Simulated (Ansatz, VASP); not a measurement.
# MoS: VASP beside Ansatz

```
Mo S
1.0
     0.00000    2.73732    2.73732
     2.73732    0.00000    2.73732
     2.73732    2.73732    0.00000
Mo S
1 1
Cartesian
  0.0000 0.0000 0.0000
  2.7373 2.7373 2.7373
```

Alike in both runs: task single point; functional PBE; k mesh 14 × 14 × 14; occupations gaussian, width 0.1 eV; no spin polarisation; Hubbard terms Mo d U = 4.38 eV.

|  | VASP | Ansatz |
| --- | --- | --- |
| version | VASP 6.6.1 | Ansatz 0.2.0 |
| potentials or method | VASP PAW PBE potentials, release 64 (Mo_sv, S), cutoff 520 eV | scalar-relativistic, plane waves, PAW |
| valence electrons in the cell | 20 | 20 |

|  | VASP | Ansatz | Ansatz less VASP |
| --- | --- | --- | --- |
| gap on the k mesh at the Fermi level (eV) | none | none | - |
| pressure (GPa) | -18.1 | -18.5 | -0.47 |

The programs project onto different local orbitals, so the same U acts differently, and such runs can settle in different states. A gap of «none» marks a metal or a gap that the smearing closes. Ansatz's warnings: filled band counts differ across k points.
